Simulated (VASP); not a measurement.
# Rh (Fm-3m) in VASP: a series of runs

The runs below take Rh through single point, with LDA.

Everything below comes from runs of VASP 6.6.1. Logs are shortened: lines on timing, memory, paths and dates and some standing lists are left out, and cuts for length are marked.

## (1) The cell of the first run

It takes space group Fm-3m (No. 225, cubic). Conventional cell: a = 3.514 Å, b = 3.514 Å, c = 3.514 Å, α = 90.00°, β = 90.00°, γ = 90.00°. Rh (site symmetry m-3m) has 12 Rh at 2.48 Å within 3.3 Å.

## (2) Single point, LDA, collinear spin, ferromagnetic start (10.85 Å³/atom)

INCAR reads:

```
ALGO = Normal
EDIFF = 1E-6
ENCUT = 520
ISIF = 2
ISMEAR = 0
ISPIN = 2
LASPH = True
LCHARG = False
LMAXMIX = 4
LORBIT = 11
LREAL = False
LWAVE = False
MAGMOM = 0.875
NBANDS = 18
NELM = 150
NUPDOWN = 0.875
PREC = Accurate
SIGMA = 0.15
```

KPOINTS reads:

```
k-points
0
Gamma
  22 22 22
```

POSCAR reads:

```
Rh
1.0
    0.0000000000      1.7568979448      1.7568979448
    1.7568979448      0.0000000000      1.7568979448
    1.7568979448      1.7568979448      0.0000000000
Rh
1
Direct
    0.0000000000      0.0000000000      0.0000000000
```

Potentials or basis: VASP PAW LDA potentials, release 64 (Rh_pv).

Run with:

```console
$ cat potpaw_LDA.64/Rh_pv/POTCAR > POTCAR
$ mpirun -np 1 vasp_std > vasp.out
```

OUTCAR:

```text
EDIFF = 1E-6
   ENCUT = 520
   ISIF = 2
   ISMEAR = 0
   ISPIN = 2
   LASPH = True
   LORBIT = 11
   LREAL = False
   NELM = 150
   NUPDOWN = 0.875
   PREC = Accurate

 ion  position               nearest neighbor table
   1  0.000  0.000  0.000-

  LATTYP: Found a face centered cubic cell.
 ALAT       =     3.5137958896

  Lattice vectors:

 A1 = (   0.0000000000,   1.7568979448,   1.7568979448)
 A2 = (   1.7568979448,   0.0000000000,   1.7568979448)
 A3 = (   1.7568979448,   1.7568979448,   0.0000000000)

Analysis of symmetry for initial positions (statically):
=====================================================================
 Subroutine PRICEL returns:
 Original cell was already a primitive cell.

 Routine SETGRP: Setting up the symmetry group for a
 face centered cubic supercell.

 Subroutine GETGRP returns: Found 48 space group operations
 (whereof 48 operations were pure point group operations)
 out of a pool of 48 trial point group operations.

The static configuration has the point symmetry O_h .

Analysis of symmetry for dynamics (positions and initial velocities):
=====================================================================
 Subroutine PRICEL returns:
 Original cell was already a primitive cell.

 Routine SETGRP: Setting up the symmetry group for a
 face centered cubic supercell.

 Subroutine GETGRP returns: Found 48 space group operations
 (whereof 48 operations were pure point group operations)
 out of a pool of 48 trial point group operations.

The dynamic configuration has the point symmetry O_h .

Analysis of structural, dynamic, and magnetic symmetry:
=====================================================================
 Subroutine PRICEL returns:
 Original cell was already a primitive cell.

 Routine SETGRP: Setting up the symmetry group for a
 face centered cubic supercell.

 Subroutine GETGRP returns: Found 48 space group operations
 (whereof 48 operations were pure point group operations)
 out of a pool of 48 trial point group operations.

The overall configuration has the point symmetry O_h .

 Subroutine INISYM returns: Found 48 space group operations
 (whereof 48 operations are pure point group operations),
 and found     1 'primitive' translations

----------------------------------------------------------------------------------------

                                     Primitive cell

  volume of cell :      10.8460

  direct lattice vectors                    reciprocal lattice vectors
[... 98 lines left out ...]
   EMIN   =  10.00;   EMAX   =-10.00  energy-range for DOS
   EFERMI =   0.00;   METHOD = LEGACY
   ISMEAR =     0;   SIGMA  =   0.15  broadening in eV -4-tet -1-fermi 0-gaus
   EFERMI_NEDOS =   21; number of points for ismear=-14 and -15
   IALGO  =     38    algorithm
   IMIX   =      4    mixing-type and parameters
     AMIX     =   0.40;   BMIX     =  1.00
     AMIX_MAG =   1.60;   BMIX_MAG =  1.00
  volume/ion in A,a.u.               =      10.85        73.19
  Fermi-wavevector in a.u.,A,eV,Ry     =   1.823960  3.446785 45.264287  3.326831
  Thomas-Fermi vector in A             =   2.879795
   LORBIT       =     11    0 simple, 1 ext, 2 COOP (PROOUT), +10 PAW based schemes
   GGA     = CA    functional components
   LHFCALC =     F    Hartree Fock is set to
   AEXX    =    0.0000 exact exchange contribution
   IVDW    =     0    specifies the selected vdW correction
   LEPSILON=     F    determine dielectric tensor
   LRPA    =     F    only Hartree local field effects (RPA)
 spin polarized calculation
 Gauss-broadening in eV      SIGMA  =   0.15
  energy-cutoff  :      520.00
  volume of cell :       10.85
 maximum number of plane-waves:       305
   NGX =  9   NGY =  9   NGZ =  9

 number of electron      14.9999993 magnetization       0.8749999

 Free energy of the ion-electron system (eV)
  ---------------------------------------------------
  ext. energy  EPLUGINS =         0.00000000
  ---------------------------------------------------
  free energy    TOTEN  =        -7.73813385 eV

  energy without entropy =       -7.72445264  energy(sigma->0) =       -7.73129325

 E-fermi :  15.9485     XC(G=0): -15.9042

 val. band max:       17.2198269950   @ k =   0.3636   0.2273   0.0455
 cond. band min:      15.9538191693   @ k =   0.1818   0.1364   0.0455
 fundamental gap:     -1.2660078258
 Fermi energy:        17.2206853966

 spin component 1

 k-point     1 :       0.0000    0.0000    0.0000
  band No.  band energies     occupation
      1     -30.1384      1.00000
      2     -30.1384      1.00000
      3     -30.1384      1.00000
      4       6.7309      1.00000
      5      11.9970      1.00000
      6      11.9970      1.00000
[... 493 lines left out ...]
     17      52.9930      0.00000
     18      59.7144      0.00000

 [... further k-points ...]

 spin component 2

 k-point     1 :       0.0000    0.0000    0.0000
  band No.  band energies     occupation
      1     -29.5068      1.00000
      2     -29.5068      1.00000
      3     -29.5068      1.00000
      4       6.9734      1.00000
      5      12.5229      1.00000
      6      12.5229      1.00000
[... 493 lines left out ...]
     17      53.2474      0.00000
     18      60.0214      0.00000

 [... further k-points ...]

------------------------ aborting loop because EDIFF is reached ----------------------------------------

  FORCE on cell =-STRESS in cart. coord.  units (eV):
  Direction    XX          YY          ZZ          XY          YZ          ZX
  --------------------------------------------------------------------------------------
  -------------------------------------------------------------------------------------
  Total        7.8201274      7.8201274      7.8201274      0.0000000     -0.0000000      0.0000000
  in kB     1155.1936898   1155.1936898   1155.1936898      0.0000000     -0.0000000      0.0000000
  external PRESSURE =    1155.1936898 kB  Pullay stress =       0.0000000 kB

 VOLUME and BASIS-vectors are now :
 -----------------------------------------------------------------------------
  energy-cutoff  :      520.00
  volume of cell :       10.85
      direct lattice vectors                 reciprocal lattice vectors
     0.000000000  1.756897945  1.756897945    -0.284592512  0.284592512  0.284592512
     1.756897945  0.000000000  1.756897945     0.284592512 -0.284592512  0.284592512
     1.756897945  1.756897945  0.000000000     0.284592512  0.284592512 -0.284592512

 POSITION                                       TOTAL-FORCE (eV/Angst)
 -----------------------------------------------------------------------------------
      0.00000      0.00000      0.00000         0.000000      0.000000      0.000000
 -----------------------------------------------------------------------------------
    total drift:                                0.000000     -0.000000     -0.000000

  FREE ENERGIE OF THE ION-ELECTRON SYSTEM (eV)
  ---------------------------------------------------
  free  energy   TOTEN  =        -7.7381338518 eV

  energy  without entropy=       -7.7244526391  energy(sigma->0) =       -7.73129325

 total charge

# of ion       s       p       d       tot
------------------------------------------
    1        0.534   6.488   7.352  14.374

 magnetization (x)

# of ion       s       p       d       tot
------------------------------------------
    1        0.006   0.022   0.820   0.848
```

Wall time 68 s (1 thread of Intel Xeon Platinum 8488C (Sapphire Rapids), shared host); peak memory 0.19 GiB.

Results:

| Property | Result |
| --- | --- |
| Free energy | -7.7381 eV |
| Pressure | 115.5 GPa |
| Net moment | 0.87 μB per cell |
| Site moments | Rh +0.85 μB |
| Valence electrons inside the program's atomic spheres | Rh 14.37 |

Caveat: the cell stands under pressure; the total moment is fixed, so each spin has its own Fermi level and the state may be an excited one.

## (3) Single point, LDA, collinear spin (10.85 Å³/atom)

INCAR reads:

```
PREC = Accurate
ENCUT = 520
EDIFF = 1E-7
ISMEAR = 0
SIGMA = 0.15
LREAL = False
LASPH = True
NELM = 150
ALGO = Normal
ISIF = 2
LWAVE = False
LCHARG = True
ISPIN = 2
MAGMOM = 0.125
LORBIT = 11
NUPDOWN = 0.125
LMAXMIX = 4
GGA = CA
LELF = True
LVHAR = True
NBANDS = 18
```

KPOINTS reads:

```
Automatic mesh
0
Gamma
  22 22 22
```

POSCAR is that of step 2.

Potentials or basis: VASP PAW LDA potentials, release 64 (Rh_pv).

Run with:

```console
$ cat potpaw_LDA.64/Rh_pv/POTCAR > POTCAR
$ mpirun -np 1 vasp_std > vasp.out
```

OUTCAR:

```text
PREC = Accurate
   ENCUT = 520
   EDIFF = 1E-7
   ISMEAR = 0
   LREAL = False
   LASPH = True
   NELM = 150
   ISIF = 2
   ISPIN = 2
   LORBIT = 11
   NUPDOWN = 0.125
   GGA = CA

 ion  position               nearest neighbor table
   1  0.000  0.000  0.000-

  LATTYP: Found a face centered cubic cell.
 ALAT       =     3.5137958896

  Lattice vectors:

 A1 = (   0.0000000000,   1.7568979448,   1.7568979448)
 A2 = (   1.7568979448,   0.0000000000,   1.7568979448)
 A3 = (   1.7568979448,   1.7568979448,   0.0000000000)

Analysis of symmetry for initial positions (statically):
=====================================================================
 Subroutine PRICEL returns:
 Original cell was already a primitive cell.

 Routine SETGRP: Setting up the symmetry group for a
 face centered cubic supercell.

 Subroutine GETGRP returns: Found 48 space group operations
 (whereof 48 operations were pure point group operations)
 out of a pool of 48 trial point group operations.

The static configuration has the point symmetry O_h .

Analysis of symmetry for dynamics (positions and initial velocities):
=====================================================================
 Subroutine PRICEL returns:
 Original cell was already a primitive cell.

 Routine SETGRP: Setting up the symmetry group for a
 face centered cubic supercell.

 Subroutine GETGRP returns: Found 48 space group operations
 (whereof 48 operations were pure point group operations)
 out of a pool of 48 trial point group operations.

The dynamic configuration has the point symmetry O_h .

Analysis of structural, dynamic, and magnetic symmetry:
=====================================================================
 Subroutine PRICEL returns:
 Original cell was already a primitive cell.

 Routine SETGRP: Setting up the symmetry group for a
 face centered cubic supercell.

 Subroutine GETGRP returns: Found 48 space group operations
 (whereof 48 operations were pure point group operations)
 out of a pool of 48 trial point group operations.

The overall configuration has the point symmetry O_h .

 Subroutine INISYM returns: Found 48 space group operations
 (whereof 48 operations are pure point group operations),
 and found     1 'primitive' translations

----------------------------------------------------------------------------------------

                                     Primitive cell

  volume of cell :      10.8460

  direct lattice vectors                    reciprocal lattice vectors
     0.000000000  1.756897945  1.756897945    -0.284592512  0.284592512  0.284592512
     1.756897945  0.000000000  1.756897945     0.284592512 -0.284592512  0.284592512
     1.756897945  1.756897945  0.000000000     0.284592512  0.284592512 -0.284592512

  length of vectors
     2.484628901  2.484628901  2.484628901     0.492928691  0.492928691  0.492928691

  position of ions in fractional coordinates (direct lattice)
     0.000000000  0.000000000  0.000000000

  ion indices of the primitive-cell ions
   primitive index   ion index
                 1           1

----------------------------------------------------------------------------------------

 KPOINTS: Automatic mesh

[... 51 lines left out ...]
   total plane-waves  NPLWV =   5832
   dimension x,y,z NGX =    18 NGY =   18 NGZ =   18
   dimension x,y,z NGXF=    36 NGYF=   36 NGZF=   36
   ions per type =               1
   NGX,Y,Z   is equivalent  to a cutoff of  12.04, 12.04, 12.04 a.u.
   NGXF,Y,Z  is equivalent  to a cutoff of  24.09, 24.09, 24.09 a.u.
 SYSTEM =  unknown system
   PREC   = accura    normal or accurate (medium, high low for compatibility)
   ISTART =      0    job   : 0-new  1-cont  2-samecut
   ICHARG =      2    charge: 1-file 2-atom 10-const
   ISPIN  =      2    spin polarized calculation?
   LNONCOLLINEAR =      F non collinear calculations
   LSORBIT =      F    spin-orbit coupling
   LASPH  =      T    aspherical Exc in radial PAW
   ENCUT  =  520.0 eV  38.22 Ry    6.18 a.u.   4.62  4.62  4.62*2*pi/ulx,y,z
   NELM   =    150;   NELMIN=  2; NELMDL= -5     # of ELM steps
   EDIFF  = 0.1E-06   stopping-criterion for ELM
   LREAL  =      F    real-space projection
   EDIFFG = 0.1E-05   stopping-criterion for IOM
   NSW    =      0    number of steps for IOM
   IBRION =     -1    ionic relax: 0-MD 1-quasi-New 2-CG
   NFREE  =      0    steps in history (QN), initial steepest desc. (CG)
   ISIF   =      2    stress and relaxation
   ISYM   =      2    0-nonsym 1-usesym 2-fastsym
   POTIM  = 0.5000    time-step for ionic-motion
   TEBEG  =    0.0;   TEEND  =   0.0 temperature during run
   PSTRESS=    0.0 pullay stress
   NELECT =      15.0000    total number of electrons
   NUPDOWN=       0.1250    fix difference up-down
   EMIN   =  10.00;   EMAX   =-10.00  energy-range for DOS
   EFERMI =   0.00;   METHOD = LEGACY
   ISMEAR =     0;   SIGMA  =   0.15  broadening in eV -4-tet -1-fermi 0-gaus
   EFERMI_NEDOS =   21; number of points for ismear=-14 and -15
   IALGO  =     38    algorithm
   IMIX   =      4    mixing-type and parameters
     AMIX     =   0.40;   BMIX     =  1.00
     AMIX_MAG =   1.60;   BMIX_MAG =  1.00
  volume/ion in A,a.u.               =      10.85        73.19
  Fermi-wavevector in a.u.,A,eV,Ry     =   1.823960  3.446785 45.264287  3.326831
  Thomas-Fermi vector in A             =   2.879795
   LORBIT       =     11    0 simple, 1 ext, 2 COOP (PROOUT), +10 PAW based schemes
   GGA     = CA    functional components
   LHFCALC =     F    Hartree Fock is set to
   AEXX    =    0.0000 exact exchange contribution
   IVDW    =     0    specifies the selected vdW correction
   LEPSILON=     F    determine dielectric tensor
   LRPA    =     F    only Hartree local field effects (RPA)
 spin polarized calculation
 Gauss-broadening in eV      SIGMA  =   0.15
  energy-cutoff  :      520.00
  volume of cell :       10.85
 maximum number of plane-waves:       305
   NGX =  9   NGY =  9   NGZ =  9

 number of electron      14.9999993 magnetization       0.1250000

 Free energy of the ion-electron system (eV)
  ---------------------------------------------------
  ext. energy  EPLUGINS =         0.00000000
  ---------------------------------------------------
  free energy    TOTEN  =        -8.03144994 eV

  energy without entropy =       -8.02177860  energy(sigma->0) =       -8.02661427

 E-fermi :  16.5829     XC(G=0): -15.9125

 val. band max:       16.7744316058   @ k =  -0.2727   0.3182   0.1364
 cond. band min:      16.6040335894   @ k =  -0.3636   0.2727   0.0000
 fundamental gap:     -0.1703980163
 Fermi energy:        16.7767394153

 spin component 1

 k-point     1 :       0.0000    0.0000    0.0000
  band No.  band energies     occupation
      1     -29.9461      1.00000
      2     -29.9461      1.00000
      3     -29.9461      1.00000
      4       6.8346      1.00000
      5      12.1713      1.00000
      6      12.1713      1.00000
[... 493 lines left out ...]
     17      53.0914      0.00000
     18      59.8354      0.00000

 [... further k-points ...]

 spin component 2

 k-point     1 :       0.0000    0.0000    0.0000
  band No.  band energies     occupation
      1     -29.8548      1.00000
      2     -29.8548      1.00000
      3     -29.8548      1.00000
      4       6.8676      1.00000
      5      12.2462      1.00000
      6      12.2462      1.00000
[... 493 lines left out ...]
     17      53.1260      0.00000
     18      59.8777      0.00000

 [... further k-points ...]

------------------------ aborting loop because EDIFF is reached ----------------------------------------

  FORCE on cell =-STRESS in cart. coord.  units (eV):
  Direction    XX          YY          ZZ          XY          YZ          ZX
  --------------------------------------------------------------------------------------
  -------------------------------------------------------------------------------------
  Total        7.1458898      7.1458898      7.1458898      0.0000000      0.0000000      0.0000000
  in kB     1055.5949311   1055.5949311   1055.5949311      0.0000000      0.0000000      0.0000000
  external PRESSURE =    1055.5949311 kB  Pullay stress =       0.0000000 kB

 VOLUME and BASIS-vectors are now :
 -----------------------------------------------------------------------------
  energy-cutoff  :      520.00
  volume of cell :       10.85
      direct lattice vectors                 reciprocal lattice vectors
     0.000000000  1.756897945  1.756897945    -0.284592512  0.284592512  0.284592512
     1.756897945  0.000000000  1.756897945     0.284592512 -0.284592512  0.284592512
     1.756897945  1.756897945  0.000000000     0.284592512  0.284592512 -0.284592512

 POSITION                                       TOTAL-FORCE (eV/Angst)
 -----------------------------------------------------------------------------------
      0.00000      0.00000      0.00000         0.000000      0.000000      0.000000
 -----------------------------------------------------------------------------------
    total drift:                                0.000000     -0.000000     -0.000000

  FREE ENERGIE OF THE ION-ELECTRON SYSTEM (eV)
  ---------------------------------------------------
  free  energy   TOTEN  =        -8.0314499390 eV

  energy  without entropy=       -8.0217785995  energy(sigma->0) =       -8.02661427

 total charge

# of ion       s       p       d       tot
------------------------------------------
    1        0.533   6.492   7.344  14.368

 magnetization (x)

# of ion       s       p       d       tot
------------------------------------------
    1        0.001   0.002   0.119   0.122
```

stdout:

```text
POSCAR found type information on POSCAR Rh
 POSCAR found :  1 types and       1 ions
 scaLAPACK will be used
 LDA part: xc-table for (Slater(with rela. corr.)+CA(PZ))
 , standard interpolation
 POSCAR, INCAR and KPOINTS ok, starting setup
 FFT: planning ... GRIDC
 FFT: planning ... GRID_SOFT
 FFT: planning ... GRID
 WAVECAR not read
 entering main loop
```

It took 67 s on 1 thread of Intel Xeon Platinum 8488C (Sapphire Rapids), shared host; peak memory 0.19 GiB.

What came out:

```
Free energy                                           : -8.0314 eV
Pressure                                              : 105.6 GPa
Net moment                                            : 0.12 μB per cell
Site moments                                          : Rh +0.12 μB
Valence electrons inside the program's atomic spheres : Rh 14.37
```

Caveat: the cell stands under pressure; the total moment is fixed, so each spin has its own Fermi level and the state may be an excited one.

(Continued in part 2 of 2.)
